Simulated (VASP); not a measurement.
# TiIn2 (P6/mmm) in VASP: further runs

TiIn2 is run at these levels: PBE; tasks: single point, relaxation of cell and atoms.

All numbers are computed with VASP 6.6.1; they aren't measurements. Logs are shortened: lines on timing, memory, paths and dates and some standing lists are left out, and cuts for length are marked.

### Step 1. The cell of the first run

Symmetry: P6/mmm, No. 191, hexagonal system. Conventional cell: a = 4.940 Å, b = 4.940 Å, c = 3.021 Å, α = 90.00°, β = 90.00°, γ = 120.00°. Within 4.0 Å of Ti (site symmetry 6/mmm) lie 2 Ti at 3.02 Å and 12 In at 3.23 Å. Within 3.8 Å of In (site symmetry -6m2) lie 5 In at 2.85 to 3.02 Å and 6 Ti at 3.23 Å.

### Step 2. Single point, PBE, collinear spin, ferromagnetic start

Contents of INCAR:

```
SYSTEM = TiIn2
ALGO = Normal
EDIFF = 1E-6
ENCUT = 520
GGA = PE
ISIF = 2
ISMEAR = 0
ISPIN = 2
LASPH = .True.
LCHARG = .True.
LELF = .True.
LMAXMIX = 4
LORBIT = 11
LREAL = .False.
LVHAR = .True.
LWAVE = .False.
MAGMOM = 1 0 0
NBANDS = 30
NELM = 150
PREC = Accurate
SIGMA = 0.1
```

Contents of KPOINTS:

```
k-points
0
Gamma
  6 6 6
  0 0 0
```

Contents of POSCAR:

```
TiIn2
1.0
    4.9402759951      0.0000000000      0.0000000000
   -2.4701379976      4.2784045135      0.0000000000
    0.0000000000      0.0000000000      3.0205643962
Ti In
1 2
Direct
    0.0000000000      0.0000000000      0.0000000000
    0.3333333333      0.6666666667      0.5000000000
    0.6666666667      0.3333333333      0.5000000000
```

Potentials or basis: VASP PAW PBE potentials, release 64 (Ti_sv, In_d).

Command:

```sh
$ cat potpaw_PBE.64/Ti_sv/POTCAR potpaw_PBE.64/In_d/POTCAR > POTCAR
$ mpirun -np 1 vasp_std > vasp.out
```

OUTCAR:

```text
SYSTEM = TiIn2
   EDIFF = 1E-6
   ENCUT = 520
   GGA = PE
   ISIF = 2
   ISMEAR = 0
   ISPIN = 2
   LASPH = .True.
   LORBIT = 11
   LREAL = .False.
   NELM = 150
   PREC = Accurate

 ion  position               nearest neighbor table
   1  0.000  0.000  0.000-   2 3.23   3 3.23   2 3.23   3 3.23   3 3.23   3 3.23   2 3.23   2 3.23
                             3 3.23   3 3.23   2 3.23   2 3.23
   2  0.333  0.667  0.500-   3 2.85   3 2.85   3 2.85   1 3.23   1 3.23   1 3.23   1 3.23   1 3.23
                             1 3.23
   3  0.667  0.333  0.500-   2 2.85   2 2.85   2 2.85   1 3.23   1 3.23   1 3.23   1 3.23   1 3.23
                             1 3.23

  LATTYP: Found a hexagonal cell.
 ALAT       =     4.9402759951
 C/A-ratio  =     0.6114161231

  Lattice vectors:

 A1 = (   4.9402759951,   0.0000000000,   0.0000000000)
 A2 = (  -2.4701379976,   4.2784045135,   0.0000000000)
 A3 = (   0.0000000000,   0.0000000000,   3.0205643962)

Analysis of symmetry for initial positions (statically):
=====================================================================
 Subroutine PRICEL returns:
 Original cell was already a primitive cell.

 Routine SETGRP: Setting up the symmetry group for a
 hexagonal supercell.

 Subroutine GETGRP returns: Found 24 space group operations
 (whereof 24 operations were pure point group operations)
 out of a pool of 24 trial point group operations.

The static configuration has the point symmetry D_6h.

Analysis of symmetry for dynamics (positions and initial velocities):
=====================================================================
 Subroutine PRICEL returns:
 Original cell was already a primitive cell.

 Routine SETGRP: Setting up the symmetry group for a
 hexagonal supercell.

 Subroutine GETGRP returns: Found 24 space group operations
 (whereof 24 operations were pure point group operations)
 out of a pool of 24 trial point group operations.

The dynamic configuration has the point symmetry D_6h.

Analysis of structural, dynamic, and magnetic symmetry:
=====================================================================
 Subroutine PRICEL returns:
 Original cell was already a primitive cell.

 Routine SETGRP: Setting up the symmetry group for a
 hexagonal supercell.

 Subroutine GETGRP returns: Found 24 space group operations
 (whereof 24 operations were pure point group operations)
 out of a pool of 24 trial point group operations.

The overall configuration has the point symmetry D_6h.

 Subroutine INISYM returns: Found 24 space group operations
 (whereof 24 operations are pure point group operations),
 and found     1 'primitive' translations
[... 118 lines left out ...]
  volume/ion in A,a.u.               =      21.28       143.61
  Fermi-wavevector in a.u.,A,eV,Ry     =   1.377090  2.602323 25.801772  1.896377
  Thomas-Fermi vector in A             =   2.502275
   LORBIT       =     11    0 simple, 1 ext, 2 COOP (PROOUT), +10 PAW based schemes
   GGA     = PE    functional components
   LHFCALC =     F    Hartree Fock is set to
   AEXX    =    0.0000 exact exchange contribution
   IVDW    =     0    specifies the selected vdW correction
   LEPSILON=     F    determine dielectric tensor
   LRPA    =     F    only Hartree local field effects (RPA)
 spin polarized calculation
 Gauss-broadening in eV      SIGMA  =   0.10
  energy-cutoff  :      520.00
  volume of cell :       63.84
 maximum number of plane-waves:      1757
 NGX is ok and might be reduce to    40
   NGX = 19   NGY = 19   NGZ = 11

 number of electron      38.0000001 magnetization       0.9548035

 Free energy of the ion-electron system (eV)
  ---------------------------------------------------
  ext. energy  EPLUGINS =         0.00000000
  ---------------------------------------------------
  free energy    TOTEN  =       -12.72259537 eV

  energy without entropy =      -12.71283088  energy(sigma->0) =      -12.71771313

 E-fermi :   8.8521     XC(G=0): -11.0240

 val. band max:        8.8148921328   @ k =   0.3333   0.0000   0.1667
 cond. band min:       8.8622727365   @ k =   0.1667   0.0000   0.5000
 fundamental gap:      0.0473806037
 Fermi energy:         8.8520599536

 spin component 1

 k-point     1 :       0.0000    0.0000    0.0000
  band No.  band energies     occupation
      1     -48.6946      1.00000
      2     -25.0193      1.00000
      3     -25.0193      1.00000
      4     -24.7125      1.00000
      5      -6.2576      1.00000
      6      -5.9023      1.00000
[... 781 lines left out ...]
     29      17.0736      0.00000
     30      18.3148      0.00000

 [... further k-points ...]

 spin component 2

 k-point     1 :       0.0000    0.0000    0.0000
  band No.  band energies     occupation
      1     -47.9830      1.00000
      2     -24.2743      1.00000
      3     -24.2743      1.00000
      4     -24.0603      1.00000
      5      -6.2692      1.00000
      6      -5.9145      1.00000
[... 781 lines left out ...]
     29      17.1825      0.00000
     30      18.5092      0.00000

 [... further k-points ...]
[... 5 lines left out ...]
  --------------------------------------------------------------------------------------
  -------------------------------------------------------------------------------------
  Total        0.0210700      0.0210700      0.2137273     -0.0000000     -0.0000000      0.0000000
  in kB        0.5287554      0.5287554      5.3635140     -0.0000000     -0.0000000      0.0000000
  external PRESSURE =       2.1403416 kB  Pullay stress =       0.0000000 kB

 VOLUME and BASIS-vectors are now :
 -----------------------------------------------------------------------------
  energy-cutoff  :      520.00
  volume of cell :       63.84
      direct lattice vectors                 reciprocal lattice vectors
     4.940275995  0.000000000  0.000000000     0.202417841  0.116865995  0.000000000
    -2.470137998  4.278404513  0.000000000     0.000000000  0.233731990  0.000000000
     0.000000000  0.000000000  3.020564396     0.000000000  0.000000000  0.331063957

 POSITION                                       TOTAL-FORCE (eV/Angst)
 -----------------------------------------------------------------------------------
      0.00000      0.00000      0.00000         0.000000      0.000000      0.000000
     -0.00000      2.85227      1.51028        -0.000000     -0.000000     -0.000000
      2.47014      1.42613      1.51028         0.000000      0.000000      0.000000
 -----------------------------------------------------------------------------------
    total drift:                               -0.000000      0.000000      0.000000

  FREE ENERGIE OF THE ION-ELECTRON SYSTEM (eV)
  ---------------------------------------------------
  free  energy   TOTEN  =       -12.7225953746 eV

  energy  without entropy=      -12.7128308756  energy(sigma->0) =      -12.71771313

 total charge

# of ion       s       p       d       tot
------------------------------------------
    1        2.153   6.047   1.902  10.102
    2        0.872   0.781   9.862  11.514
    3        0.872   0.781   9.862  11.514
--------------------------------------------------
tot          3.896   7.608  21.626  33.130

 magnetization (x)

# of ion       s       p       d       tot
------------------------------------------
    1        0.005   0.013   0.724   0.742
    2       -0.011  -0.006   0.005  -0.011
    3       -0.011  -0.006   0.005  -0.011
--------------------------------------------------
tot         -0.017   0.002   0.734   0.719
```

Wall time 93 s (1 thread of Intel Xeon 6975P-C, shared host); peak memory 0.27 GiB.

What came out:

* Free energy: -12.7226 eV
* Pressure: 0.2 GPa
* Net moment: 0.95 μB per cell
* Site moments: Ti +0.74; In -0.01 μB
* Valence electrons inside the program's atomic spheres: Ti 10.10; In 11.51

Levels at points of the mesh, in eV from the Fermi level:
Spin up:
```tsv
k point	band 17	band 18	band 19	band 20	band 21	band 22
(0.00, 0.00, 0.00)	-2.60	-1.86	-1.32	0.76	0.76	1.44
(0.50, 0.00, 0.00)	-2.94	-2.39	-0.55	-0.21	1.29	1.44
(0.00, 0.00, 0.50)	-0.88	-0.88	0.15	0.15	1.70	1.70
(0.50, 0.00, 0.50)	-2.75	-2.21	-1.99	0.42	0.46	1.36
```
Spin down:
```csv
k point,band 17,band 18,band 19,band 20,band 21,band 22
"(0.00, 0.00, 0.00)",-2.34,-1.87,-0.56,1.00,1.00,1.90
"(0.50, 0.00, 0.00)",-2.84,-2.02,0.29,0.49,1.74,1.90
"(0.00, 0.00, 0.50)",-0.53,-0.53,0.88,0.88,1.69,1.69
"(0.50, 0.00, 0.50)",-2.69,-1.95,-1.76,1.22,1.26,1.73
```

Caveat: spin-orbit coupling is left out, which moves the levels of the heavy elements.

### Step 3. Single point, PBE

This run uses another cell than the first one, of 21.46 Å³/atom, 1.008 times its volume.

Contents of INCAR:

```
SYSTEM = TiIn2
  PREC = Accurate
  ENCUT = 520
  EDIFF = 1E-6
  ISMEAR = 0
  SIGMA = 0.1
  LREAL = .False.
  LASPH = .True.
  NELM = 60
  ALGO = Fast
  ISIF = 2
  LWAVE = .False.
  LCHARG = .True.
  GGA = PE
  LELF = .True.
  LVHAR = .True.
  NBANDS = 26
```

Contents of KPOINTS:

```
Automatic mesh
0
Gamma
  6 6 4
  0 0 0
```

Contents of POSCAR:

```
TiIn2
1.0
    5.0568291460     -0.0000000035      0.0000000000
   -2.5284145700      4.3793425048      0.0000000000
    0.0000000000      0.0000000000      2.9070122173
Ti In
1 2
Direct
    0.0000000000      0.0000000000      0.0000000000
    0.3333333333      0.6666666667      0.5000000000
    0.6666666667      0.3333333333      0.5000000000
```

Potentials or basis: VASP PAW PBE potentials, release 64 (Ti_sv, In_d).

Command:

```sh
$ cat potpaw_PBE.64/Ti_sv/POTCAR potpaw_PBE.64/In_d/POTCAR > POTCAR
$ mpirun -np 1 vasp_std > vasp.out
```

Wall time 1.9 min (1 thread of AMD EPYC 7R43 (Zen 3), shared host); peak memory 0.16 GiB.

It converged, with:

| Item | Value |
| --- | --- |
| Free energy | -12.5941 eV |
| Pressure | 0.0 GPa |
| Band gap on the k mesh | zero (band 19 reaches 9.31 eV, above the bottom of band 20 at 8.52 eV) |

Stress tensor (GPa, compression positive):
```
-0.01  0.00  0.00
 0.00 -0.01  0.00
 0.00  0.00  0.14
```

Levels at points of the mesh, in eV from the Fermi level:
| k point | band 17 | band 18 | band 19 | band 20 | band 21 | band 22 |
| --- | --- | --- | --- | --- | --- | --- |
| (0.00, 0.00, 0.00) | -2.62 | -2.49 | -1.11 | 0.55 | 0.55 | 1.85 |
| (0.50, 0.00, 0.00) | -3.03 | -2.42 | -0.36 | -0.02 | 1.75 | 1.83 |
| (0.00, 0.00, 0.50) | -0.79 | -0.79 | 0.55 | 0.55 | 1.29 | 1.88 |
| (0.50, 0.00, 0.50) | -2.71 | -2.05 | -1.76 | 0.81 | 0.83 | 1.38 |

Caveat: the k points lie up to 0.54 Å⁻¹ apart; spin-orbit coupling is left out, which moves the levels of the heavy elements.

[end of part 1 of 2]
